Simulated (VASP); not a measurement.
# Si2W (I4/mmm) in VASP: single point with r2SCAN

Aim: the single point of Si2W with r2SCAN.

Everything below comes from runs of VASP 6.6.1. Logs are shortened: lines on timing, memory, paths and dates and some standing lists are left out, and cuts for length are marked.

### 1 The cell of the first run

It takes space group I4/mmm (No. 139, tetragonal). Conventional cell: a = 3.211 Å, b = 3.211 Å, c = 7.805 Å, α = 90.00°, β = 90.00°, γ = 90.00°. Si (site symmetry 4mm) has 9 Si at 2.58 to 3.21 Å and 5 W at 2.61 Å within 3.4 Å. W (site symmetry 4/mmm) has 10 Si at 2.61 Å and 4 W at 3.21 Å within 3.4 Å.

### 2 Single point, r2SCAN

POSCAR reads:

```
Si2W
1.0
   -1.6056373913      1.6056373913      3.9023992719
    1.6056373913     -1.6056373913      3.9023992719
    1.6056373913      1.6056373913     -3.9023992719
Si W
2 1
Direct
    0.3348207364      0.3348207364      0.0000000000
    0.6651792636      0.6651792636      0.0000000000
    0.0000000000      0.0000000000      0.0000000000
```

INCAR.step1 reads:

```
SYSTEM = Si2W
PREC = Accurate
ENCUT = 520
ISMEAR = 0
SIGMA = 0.1
LREAL = .FALSE.
LASPH = .TRUE.
NELM = 100
NBANDS = 18
GGA = PE
ALGO = Normal
EDIFF = 1E-4
LWAVE = .TRUE.
LCHARG = .FALSE.
```

INCAR.step2 reads:

```
SYSTEM = Si2W
PREC = Accurate
ENCUT = 520
EDIFF = 1E-6
ISMEAR = 0
SIGMA = 0.1
LREAL = .FALSE.
LASPH = .TRUE.
NELM = 100
ALGO = Normal
ISIF = 2
LWAVE = .FALSE.
LCHARG = .FALSE.
METAGGA = R2SCAN
LMIXTAU = .TRUE.
NBANDS = 18
ISTART = 1
```

KPOINTS reads:

```
regular mesh
0
G
  18 18 18
  0 0 0
```

Potentials or basis: VASP PAW PBE potentials, release 64 (Si, W_sv).

Started as:

```bash
> cat potpaw_PBE.64/Si/POTCAR potpaw_PBE.64/W_sv/POTCAR > POTCAR
> cp INCAR.step1 INCAR
> mpirun -np 1 vasp_std > vasp.out
> cp INCAR.step2 INCAR
> mpirun -np 1 vasp_std > vasp.out
```

OUTCAR:

```text
SYSTEM = Si2W
   PREC = Accurate
   ENCUT = 520
   EDIFF = 1E-6
   ISMEAR = 0
   LREAL = .FALSE.
   LASPH = .TRUE.
   NELM = 100
   ISIF = 2
   METAGGA = R2SCAN
   ISTART = 1

 ion  position               nearest neighbor table
   1  0.335  0.335  0.000-   2 2.58   3 2.61   3 2.61   3 2.61   3 2.61   3 2.61   2 2.63   2 2.63
                             2 2.63   2 2.63
   2  0.665  0.665  0.000-   1 2.58   3 2.61   3 2.61   3 2.61   3 2.61   3 2.61   1 2.63   1 2.63
                             1 2.63   1 2.63
   3  0.000  0.000  0.000-   2 2.61   2 2.61   2 2.61   1 2.61   2 2.61   1 2.61   1 2.61   1 2.61
                             1 2.61   2 2.61

  LATTYP: Found a body centered tetragonal cell.
 ALAT       =     3.2112747826
 C/A-ratio  =     2.4304362199

  Lattice vectors:

 A1 = (  -1.6056373913,   1.6056373913,   3.9023992719)
 A2 = (   1.6056373913,  -1.6056373913,   3.9023992719)
 A3 = (   1.6056373913,   1.6056373913,  -3.9023992719)

Analysis of symmetry for initial positions (statically):
=====================================================================
 Subroutine PRICEL returns:
 Original cell was already a primitive cell.

 Routine SETGRP: Setting up the symmetry group for a
 body centered tetragonal supercell.

 Subroutine GETGRP returns: Found 16 space group operations
 (whereof 16 operations were pure point group operations)
 out of a pool of 16 trial point group operations.

The static configuration has the point symmetry D_4h.

Analysis of symmetry for dynamics (positions and initial velocities):
=====================================================================
 Subroutine PRICEL returns:
 Original cell was already a primitive cell.

 Routine SETGRP: Setting up the symmetry group for a
 body centered tetragonal supercell.

 Subroutine GETGRP returns: Found 16 space group operations
 (whereof 16 operations were pure point group operations)
 out of a pool of 16 trial point group operations.

The dynamic configuration has the point symmetry D_4h.

 Subroutine INISYM returns: Found 16 space group operations
 (whereof 16 operations are pure point group operations),
 and found     1 'primitive' translations

----------------------------------------------------------------------------------------

                                     Primitive cell

  volume of cell :      40.2427

  direct lattice vectors                    reciprocal lattice vectors
[... 84 lines left out ...]
   LNONCOLLINEAR =      F non collinear calculations
   LSORBIT =      F    spin-orbit coupling
   LASPH  =      T    aspherical Exc in radial PAW
   ENCUT  =  520.0 eV  38.22 Ry    6.18 a.u.   8.39  8.39  8.39*2*pi/ulx,y,z
   NELM   =    100;   NELMIN=  2; NELMDL=  0     # of ELM steps
   EDIFF  = 0.1E-05   stopping-criterion for ELM
   LREAL  =      F    real-space projection
   EDIFFG = 0.1E-04   stopping-criterion for IOM
   NSW    =      0    number of steps for IOM
   IBRION =     -1    ionic relax: 0-MD 1-quasi-New 2-CG
   NFREE  =      0    steps in history (QN), initial steepest desc. (CG)
   ISIF   =      2    stress and relaxation
   ISYM   =      2    0-nonsym 1-usesym 2-fastsym
   POTIM  = 0.5000    time-step for ionic-motion
   TEBEG  =    0.0;   TEEND  =   0.0 temperature during run
   PSTRESS=    0.0 pullay stress
   NELECT =      22.0000    total number of electrons
   NUPDOWN=      -1.0000    fix difference up-down
   EMIN   =  10.00;   EMAX   =-10.00  energy-range for DOS
   EFERMI =   0.00;   METHOD = LEGACY
   ISMEAR =     0;   SIGMA  =   0.10  broadening in eV -4-tet -1-fermi 0-gaus
   EFERMI_NEDOS =   21; number of points for ismear=-14 and -15
   IALGO  =     38    algorithm
   IMIX   =      4    mixing-type and parameters
     AMIX     =   0.40;   BMIX     =  1.00
     AMIX_MAG =   1.60;   BMIX_MAG =  1.00
  volume/ion in A,a.u.               =      13.41        90.52
  Fermi-wavevector in a.u.,A,eV,Ry     =   1.338608  2.529603 24.379901  1.791872
  Thomas-Fermi vector in A             =   2.467065
   LORBIT       =      0    0 simple, 1 ext, 2 COOP (PROOUT), +10 PAW based schemes
   METAGGA = R2SCAN    functional components
   LHFCALC =     F    Hartree Fock is set to
   AEXX    =    0.0000 exact exchange contribution
   IVDW    =     0    specifies the selected vdW correction
   LEPSILON=     F    determine dielectric tensor
   LRPA    =     F    only Hartree local field effects (RPA)
 non-spin polarized calculation
 Gauss-broadening in eV      SIGMA  =   0.10
  energy-cutoff  :      520.00
  volume of cell :       40.24
 maximum number of plane-waves:      1111
 NGX is ok and might be reduce to    36
   NGX = 17   NGY = 17   NGZ = 17

 number of electron      21.9999999 magnetization

 Free energy of the ion-electron system (eV)
  ---------------------------------------------------
  ext. energy  EPLUGINS =         0.00000000
  ---------------------------------------------------
  free energy    TOTEN  =       -69.81634660 eV

  energy without entropy =      -69.81550024  energy(sigma->0) =      -69.81592342

 E-fermi :  11.9924     XC(G=0): -13.5286

 val. band max:       11.8981989931   @ k =  -0.3889   0.4444   0.3889
 cond. band min:      12.0103794053   @ k =  -0.3889   0.5000   0.3333
 fundamental gap:      0.1121804121
 Fermi energy:        11.9923521122

 k-point     1 :       0.0000    0.0000    0.0000
  band No.  band energies     occupation
      1     -63.7517      2.00000
      2     -27.3844      2.00000
      3     -27.3552      2.00000
      4     -27.3552      2.00000
      5      -2.9035      2.00000
      6       4.7243      2.00000
[... 481 lines left out ...]
      5      -1.9403      2.00000
      6       4.8796      2.00000
[... 10 lines left out ...]
     17      18.6512      0.00000
     18      20.6892      0.00000

 [... further k-points ...]
[... 5 lines left out ...]
  --------------------------------------------------------------------------------------
  -------------------------------------------------------------------------------------
  Total        0.0904009      0.0904009      0.0181602      0.0000000     -0.0000000      0.0000000
  in kB        3.5991248      3.5991248      0.7230098      0.0000000     -0.0000000      0.0000000
  external PRESSURE =       2.6404198 kB  Pullay stress =       0.0000000 kB

 VOLUME and BASIS-vectors are now :
 -----------------------------------------------------------------------------
  energy-cutoff  :      520.00
  volume of cell :       40.24
      direct lattice vectors                 reciprocal lattice vectors
    -1.605637391  1.605637391  3.902399272     0.000000000  0.311402813  0.128126305
     1.605637391 -1.605637391  3.902399272     0.311402813  0.000000000  0.128126305
     1.605637391  1.605637391 -3.902399272     0.311402813  0.311402813  0.000000000

 POSITION                                       TOTAL-FORCE (eV/Angst)
 -----------------------------------------------------------------------------------
      0.00000      0.00000      2.61321        -0.000000     -0.000000     -0.008012
      0.00000      0.00000      5.19159         0.000000      0.000000      0.008012
      0.00000      0.00000      0.00000         0.000000      0.000000      0.000000
 -----------------------------------------------------------------------------------
    total drift:                               -0.000000      0.000000     -0.000000

  FREE ENERGIE OF THE ION-ELECTRON SYSTEM (eV)
  ---------------------------------------------------
  free  energy   TOTEN  =       -69.8163465995 eV

  energy  without entropy=      -69.8155002366  energy(sigma->0) =      -69.81592342
```

OSZICAR.step1:

```text
N       E                     dE             d eps       ncg     rms          rms(c)
DAV:   1     0.130960071200E+03    0.13096E+03   -0.10862E+04 17280   0.123E+03
DAV:   2    -0.211583978987E+02   -0.15212E+03   -0.14857E+03 19992   0.322E+02
DAV:   3    -0.256219022934E+02   -0.44635E+01   -0.44079E+01 21296   0.495E+01
DAV:   4    -0.256622340110E+02   -0.40332E-01   -0.40256E-01 20678   0.493E+00
DAV:   5    -0.256626644367E+02   -0.43043E-03   -0.43040E-03 20306   0.543E-01    0.257E+01
DAV:   6    -0.249051896679E+02    0.75747E+00   -0.34355E+00 18632   0.132E+01    0.892E+00
DAV:   7    -0.248259619208E+02    0.79228E-01   -0.21739E-01 18500   0.264E+00    0.456E+00
DAV:   8    -0.248044042272E+02    0.21558E-01   -0.40876E-02 19562   0.159E+00    0.331E-01
DAV:   9    -0.248040182832E+02    0.38594E-03   -0.10067E-03 19964   0.254E-01    0.194E-01
DAV:  10    -0.248039347853E+02    0.83498E-04   -0.25908E-04 18916   0.139E-01
   1 F= -.24803935E+02 E0= -.24803498E+02  d E =-.873541E-03
```

Run time: 20 min. Hardware: 1 thread of AMD EPYC 9R45 (Zen 5), shared host; peak memory 0.44 GiB.

What came out:

- Free energy: -69.8163 eV
- Pressure: 0.3 GPa
- Largest force: 0.008 eV/Å
- Band gap on the k mesh: zero (bands 11 and 12 overlap by 1.30 eV)

Forces in eV/Å, atoms in the order of the input:
```
Si   0.000  0.000 -0.008
Si   0.000  0.000  0.008
W    0.000  0.000  0.000
```

Levels at points of the mesh, in eV from the Fermi level:
| k point | band 7 | band 8 | band 9 | band 10 | band 11 | band 12 | band 13 | band 14 | band 15 | band 16 |
| --- | --- | --- | --- | --- | --- | --- | --- | --- | --- | --- |
| (0.00, 0.00, 0.00) | -3.84 | -3.41 | -3.06 | -3.06 | 0.59 | 3.03 | 3.16 | 3.18 | 3.18 | 4.99 |
| (0.50, 0.00, 0.00) | -6.04 | -5.23 | -3.02 | -2.88 | -0.50 | 2.92 | 2.99 | 4.20 | 4.83 | 5.40 |
| (0.50, 0.50, 0.00) | -6.43 | -5.69 | -5.34 | -3.47 | -2.01 | 3.06 | 3.28 | 3.42 | 4.19 | 4.51 |
| (0.50, 0.50, 0.50) | -3.98 | -2.69 | -0.97 | -0.97 | -0.54 | -0.54 | 0.78 | 4.92 | 5.58 | 6.70 |

Caveat: the PAW data sets were made with another functional, which shifts forces and pressure a little; spin-orbit coupling is left out, which moves the levels of the heavy elements.

The gap in the log of VASP goes by the Fermi energy; the results here count the filled bands.